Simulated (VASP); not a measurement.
# ZnS in VASP: a series of runs

The runs below take ZnS through single point, relaxation of the atoms, with LDA.

Program: VASP 6.6.1. These are calculated values, not measurements. Logs are shortened: lines on timing, memory, paths and dates and some standing lists are left out, and cuts for length are marked.

## 1. The cell of the first run

It takes space group P6_3mc (No. 186, hexagonal). Conventional cell: a = 3.738 Å, b = 3.738 Å, c = 6.174 Å, α = 90.00°, β = 90.00°, γ = 120.00°. Within 3.0 Å of Zn (site symmetry 3m) lie 4 S at 2.30 Å. Within 3.0 Å of S (site symmetry 3m) lie 4 Zn at 2.30 Å.

## 2. Single point, LDA (z stretched by +0.5 %, x and y held)

The input, INCAR:

```
PREC = Accurate
ENCUT = 520
EDIFF = 1E-6
ISMEAR = 0
SIGMA = 0.01
LREAL = False
LASPH = True
NELM = 60
ALGO = Normal
ISIF = 2
LWAVE = False
LCHARG = False
NBANDS = 26
```

The input, KPOINTS:

```
regular mesh
0
Gamma
  6 6 4
```

The input, POSCAR:

```
ZnS
1.0
    3.7382324459      0.0000000000      0.0000000000
   -1.8691162230      3.2374042634      0.0000000000
    0.0000000000      0.0000000000      6.1737127649
Zn S
2 2
Direct
    0.3333333333      0.6666666667      0.0060571491
    0.6666666667      0.3333333333      0.5060571491
    0.3333333333      0.6666666667      0.3789428509
    0.6666666667      0.3333333333      0.8789428509
```

Potentials or basis: VASP PAW LDA potentials, release 64 (Zn, S).

On the command line:

```sh
> cat potpaw_LDA.64/Zn/POTCAR potpaw_LDA.64/S/POTCAR > POTCAR
> mpirun -np 1 vasp_std > vasp.out
```

OUTCAR:

```text
PREC = Accurate
   ENCUT = 520
   EDIFF = 1E-6
   ISMEAR = 0
   LREAL = False
   LASPH = True
   NELM = 60
   ISIF = 2

 ion  position               nearest neighbor table
   1  0.333  0.667  0.006-   4 2.30   4 2.30   4 2.30   3 2.30
   2  0.667  0.333  0.506-   3 2.30   3 2.30   3 2.30   4 2.30
   3  0.333  0.667  0.379-   2 2.30   2 2.30   2 2.30   1 2.30
   4  0.667  0.333  0.879-   1 2.30   1 2.30   1 2.30   2 2.30

  LATTYP: Found a hexagonal cell.
 ALAT       =     3.7382324459
 C/A-ratio  =     1.6515058532

  Lattice vectors:

 A1 = (   3.7382324459,   0.0000000000,   0.0000000000)
 A2 = (  -1.8691162230,   3.2374042634,   0.0000000000)
 A3 = (   0.0000000000,   0.0000000000,   6.1737127649)

Analysis of symmetry for initial positions (statically):
=====================================================================
 Subroutine PRICEL returns:
 Original cell was already a primitive cell.

 Routine SETGRP: Setting up the symmetry group for a
 hexagonal supercell.

 Subroutine GETGRP returns: Found 12 space group operations
 (whereof  6 operations were pure point group operations)
 out of a pool of 24 trial point group operations.

The static configuration has the point symmetry C_3v.
 The point group associated with its full space group is C_6v.

Analysis of symmetry for dynamics (positions and initial velocities):
=====================================================================
 Subroutine PRICEL returns:
 Original cell was already a primitive cell.

 Routine SETGRP: Setting up the symmetry group for a
 hexagonal supercell.

 Subroutine GETGRP returns: Found 12 space group operations
 (whereof  6 operations were pure point group operations)
 out of a pool of 24 trial point group operations.

The dynamic configuration has the point symmetry C_3v.
 The point group associated with its full space group is C_6v.

 Subroutine INISYM returns: Found 12 space group operations
 (whereof  6 operations are pure point group operations),
 and found     1 'primitive' translations

----------------------------------------------------------------------------------------

                                     Primitive cell

  volume of cell :      74.7153

  direct lattice vectors                    reciprocal lattice vectors
     3.738232446  0.000000000  0.000000000     0.267506105  0.154444722  0.000000000
    -1.869116223  3.237404263  0.000000000     0.000000000  0.308889443  0.000000000
     0.000000000  0.000000000  6.173712765     0.000000000  0.000000000  0.161977085

  length of vectors
     3.738232446  3.738232446  6.173712765     0.308889443  0.308889443  0.161977085

  position of ions in fractional coordinates (direct lattice)
     0.333333333  0.666666667  0.006057149
     0.666666667  0.333333333  0.506057149
     0.333333333  0.666666667  0.378942851
     0.666666667  0.333333333  0.878942851

  ion indices of the primitive-cell ions
   primitive index   ion index
                 1           1
                 2           2
                 3           3
                 4           4

----------------------------------------------------------------------------------------

 KPOINTS: regular mesh

Automatic generation of k-mesh.
 Grid dimensions read from file:
 generate k-points for:    6    6    4

 Generating k-lattice:

  Cartesian coordinates                     Fractional coordinates (reciprocal lattice)
     0.044584351  0.025740787  0.000000000     0.166666667  0.000000000  0.000000000
     0.000000000  0.051481574  0.000000000     0.000000000  0.166666667  0.000000000
     0.000000000  0.000000000  0.040494271     0.000000000  0.000000000  0.250000000

  Length of vectors
     0.051481574  0.051481574  0.040494271

  Shift w.r.t. Gamma in fractional coordinates (k-lattice)
     0.000000000  0.000000000  0.000000000

 Subroutine IBZKPT returns following result:
 ===========================================

 Found     21 irreducible k-points:

 Following reciprocal coordinates:
            Coordinates               Weight
  0.000000  0.000000  0.000000      1.000000
  0.166667  0.000000  0.000000      6.000000
  0.333333  0.000000  0.000000      6.000000
  0.500000  0.000000  0.000000      3.000000
  0.166667  0.166667  0.000000      6.000000
  0.333333  0.166667  0.000000     12.000000
[... 13 lines left out ...]
  0.333333  0.166667  0.500000     12.000000
  0.333333  0.333333  0.500000      2.000000
   k-points           NKPTS =     21   k-points in BZ     NKDIM =     21   number of bands    NBANDS=     26
   number of dos      NEDOS =    301   number of ions     NIONS =      4
   total plane-waves  NPLWV =  37632
   dimension x,y,z NGX =    28 NGY =   28 NGZ =   48
   dimension x,y,z NGXF=    56 NGYF=   56 NGZF=   96
   ions per type =               2   2
   NGX,Y,Z   is equivalent  to a cutoff of  12.45, 12.45, 12.93 a.u.
   NGXF,Y,Z  is equivalent  to a cutoff of  24.90, 24.90, 25.85 a.u.
 SYSTEM =  unknown system
   PREC   = accura    normal or accurate (medium, high low for compatibility)
   ISTART =      0    job   : 0-new  1-cont  2-samecut
   ICHARG =      2    charge: 1-file 2-atom 10-const
   ISPIN  =      1    spin polarized calculation?
   LNONCOLLINEAR =      F non collinear calculations
   LSORBIT =      F    spin-orbit coupling
   LASPH  =      T    aspherical Exc in radial PAW
   ENCUT  =  520.0 eV  38.22 Ry    6.18 a.u.   6.95  6.95 11.48*2*pi/ulx,y,z
   NELM   =     60;   NELMIN=  2; NELMDL= -5     # of ELM steps
   EDIFF  = 0.1E-05   stopping-criterion for ELM
   LREAL  =      F    real-space projection
   EDIFFG = 0.1E-04   stopping-criterion for IOM
   NSW    =      0    number of steps for IOM
   IBRION =     -1    ionic relax: 0-MD 1-quasi-New 2-CG
   NFREE  =      0    steps in history (QN), initial steepest desc. (CG)
   ISIF   =      2    stress and relaxation
   ISYM   =      2    0-nonsym 1-usesym 2-fastsym
   POTIM  = 0.5000    time-step for ionic-motion
   TEBEG  =    0.0;   TEEND  =   0.0 temperature during run
   PSTRESS=    0.0 pullay stress
   NELECT =      36.0000    total number of electrons
   NUPDOWN=      -1.0000    fix difference up-down
   EMIN   =  10.00;   EMAX   =-10.00  energy-range for DOS
   EFERMI =   0.00;   METHOD = LEGACY
   ISMEAR =     0;   SIGMA  =   0.01  broadening in eV -4-tet -1-fermi 0-gaus
   EFERMI_NEDOS =   21; number of points for ismear=-14 and -15
   IALGO  =     38    algorithm
   IMIX   =      4    mixing-type and parameters
     AMIX     =   0.40;   BMIX     =  1.00
     AMIX_MAG =   1.60;   BMIX_MAG =  1.00
  volume/ion in A,a.u.               =      18.68       126.05
  Fermi-wavevector in a.u.,A,eV,Ry     =   1.283431  2.425332 22.411442  1.647195
  Thomas-Fermi vector in A             =   2.415684
   LORBIT       =      0    0 simple, 1 ext, 2 COOP (PROOUT), +10 PAW based schemes
   GGA     = CA    functional components
   LHFCALC =     F    Hartree Fock is set to
   AEXX    =    0.0000 exact exchange contribution
   IVDW    =     0    specifies the selected vdW correction
   LEPSILON=     F    determine dielectric tensor
   LRPA    =     F    only Hartree local field effects (RPA)
 non-spin polarized calculation
 Gauss-broadening in eV      SIGMA  =   0.01
  energy-cutoff  :      520.00
  volume of cell :       74.72
 maximum number of plane-waves:      2028
 NGX is ok and might be reduce to    28
   NGX = 13   NGY = 13   NGZ = 23

 number of electron      36.0000017 magnetization

 Free energy of the ion-electron system (eV)
  ---------------------------------------------------
  ext. energy  EPLUGINS =         0.00000000
  ---------------------------------------------------
  free energy    TOTEN  =       -16.39847492 eV

  energy without entropy =      -16.39847492  energy(sigma->0) =      -16.39847492

 E-fermi :   2.5880     XC(G=0): -10.2856

 val. band max:        2.4919552039   @ k =   0.0000   0.0000   0.0000
 cond. band min:       4.6767352988   @ k =   0.0000   0.0000   0.0000
 fundamental gap:      2.1847800948
 Fermi energy:         2.5880123988

 k-point     1 :       0.0000    0.0000    0.0000
  band No.  band energies     occupation
      1     -11.0541      2.00000
      2     -10.0068      2.00000
      3      -4.2674      2.00000
      4      -4.2430      2.00000
      5      -4.2430      2.00000
      6      -4.1543      2.00000
[... 18 lines left out ...]
     25      10.0977      0.00000
     26      11.6893      0.00000

 k-point     2 :       0.1667    0.0000    0.0000
  band No.  band energies     occupation
      1     -10.8489      2.00000
      2      -9.8924      2.00000
      3      -4.2643      2.00000
      4      -4.2265      2.00000
      5      -4.2062      2.00000
      6      -4.1316      2.00000
[... 18 lines left out ...]
     25      10.6071      0.00000
     26      10.9572      0.00000

 k-point     3 :       0.3333    0.0000    0.0000
  band No.  band energies     occupation
      1     -10.3517      2.00000
      2      -9.6845      2.00000
      3      -4.2666      2.00000
      4      -4.1682      2.00000
      5      -4.1513      2.00000
      6      -3.9976      2.00000
[... 18 lines left out ...]
     25      11.0497      0.00000
     26      12.2681      0.00000

 k-point     4 :       0.5000    0.0000    0.0000
  band No.  band energies     occupation
      1     -10.0033      2.00000
      2      -9.6393      2.00000
      3      -4.2477      2.00000
      4      -4.1353      2.00000
      5      -4.0313      2.00000
      6      -3.9969      2.00000
[... 18 lines left out ...]
     25      11.4589      0.00000
     26      13.9811      0.00000

 k-point     5 :       0.1667    0.1667    0.0000
  band No.  band energies     occupation
      1     -10.4935      2.00000
      2      -9.7303      2.00000
      3      -4.2282      2.00000
      4      -4.1989      2.00000
      5      -4.1653      2.00000
      6      -4.0777      2.00000
[... 18 lines left out ...]
     25      10.8893      0.00000
     26      11.3834      0.00000

 k-point     6 :       0.3333    0.1667    0.0000
  band No.  band energies     occupation
      1     -10.0212      2.00000
      2      -9.6306      2.00000
      3      -4.2272      2.00000
      4      -4.1193      2.00000
      5      -4.0317      2.00000
      6      -3.9503      2.00000
[... 340 lines left out ...]
 k-point    18 :       0.5000    0.0000    0.5000
  band No.  band energies     occupation
      1      -9.8099      2.00000
      2      -9.8099      2.00000
      3      -4.2709      2.00000
      4      -4.2709      2.00000
      5      -4.0289      2.00000
      6      -4.0289      2.00000
[... 18 lines left out ...]
     25      11.6727      0.00000
     26      11.6727      0.00000

 k-point    19 :       0.1667    0.1667    0.5000
  band No.  band energies     occupation
      1     -10.1297      2.00000
      2     -10.1297      2.00000
      3      -4.2573      2.00000
      4      -4.2573      2.00000
      5      -4.1162      2.00000
      6      -4.1162      2.00000
[... 18 lines left out ...]
     25      10.7816      0.00000
     26      10.7816      0.00000

 k-point    20 :       0.3333    0.1667    0.5000
  band No.  band energies     occupation
      1      -9.8161      2.00000
      2      -9.8161      2.00000
      3      -4.2124      2.00000
      4      -4.2124      2.00000
      5      -4.0456      2.00000
      6      -4.0456      2.00000
[... 18 lines left out ...]
     25      11.5882      0.00000
     26      11.5882      0.00000

 k-point    21 :       0.3333    0.3333    0.5000
  band No.  band energies     occupation
      1      -9.7083      2.00000
      2      -9.7083      2.00000
      3      -4.1250      2.00000
      4      -4.1250      2.00000
      5      -4.0831      2.00000
      6      -4.0831      2.00000
[... 18 lines left out ...]
     25      12.1095      0.00000
     26      12.1095      0.00000

------------------------ aborting loop because EDIFF is reached ----------------------------------------

  FORCE on cell =-STRESS in cart. coord.  units (eV):
  Direction    XX          YY          ZZ          XY          YZ          ZX
  --------------------------------------------------------------------------------------
  -------------------------------------------------------------------------------------
  Total        0.0020300      0.0020300     -0.2765419     -0.0000000     -0.0000000      0.0000000
  in kB        0.0435305      0.0435305     -5.9300989     -0.0000000     -0.0000000      0.0000000
  external PRESSURE =      -1.9476793 kB  Pullay stress =       0.0000000 kB

 VOLUME and BASIS-vectors are now :
 -----------------------------------------------------------------------------
  energy-cutoff  :      520.00
  volume of cell :       74.72
      direct lattice vectors                 reciprocal lattice vectors
     3.738232446  0.000000000  0.000000000     0.267506105  0.154444722  0.000000000
    -1.869116223  3.237404263  0.000000000     0.000000000  0.308889443  0.000000000
     0.000000000  0.000000000  6.173712765     0.000000000  0.000000000  0.161977085

 POSITION                                       TOTAL-FORCE (eV/Angst)
 -----------------------------------------------------------------------------------
     -0.00000      2.15827      0.03740        -0.000000     -0.000000      0.000211
      1.86912      1.07913      3.12425        -0.000000      0.000000      0.000211
     -0.00000      2.15827      2.33948        -0.000000     -0.000000     -0.000211
      1.86912      1.07913      5.42634         0.000000      0.000000     -0.000211
 -----------------------------------------------------------------------------------
    total drift:                               -0.000001     -0.000001     -0.001558

  FREE ENERGIE OF THE ION-ELECTRON SYSTEM (eV)
  ---------------------------------------------------
  free  energy   TOTEN  =       -16.3984749184 eV

  energy  without entropy=      -16.3984749184  energy(sigma->0) =      -16.39847492
```

It took 16 s on 1 thread of Intel Xeon 6975P-C (Granite Rapids), shared host; peak memory 0.17 GiB.

Results:

```yaml
Free_energy: -16.3985 eV
Pressure: -0.2 GPa
Band_gap_on_the_k_mesh: 2.18 eV
```

Levels at points of the mesh, in eV from the valence-band top:
```
           k point  band 15  band 16  band 17  band 18  band 19  band 20  band 21  band 22
(0.00, 0.00, 0.00)    -0.97    -0.13     0.00     0.00     2.18     3.05     6.14     6.14
(0.50, 0.00, 0.00)    -3.60    -2.44    -1.92    -0.97     3.44     4.19     4.85     6.73
(0.00, 0.00, 0.50)    -0.51    -0.51    -0.51    -0.51     3.53     3.53     6.63     6.63
(0.50, 0.00, 0.50)    -1.83    -1.83    -1.77    -1.77     3.32     3.32     5.02     5.02
```

Caveat: the cell differs from its parent crystal (z stretched by +0.5 %, x and y held).

(Continued in part 2 of 2.)
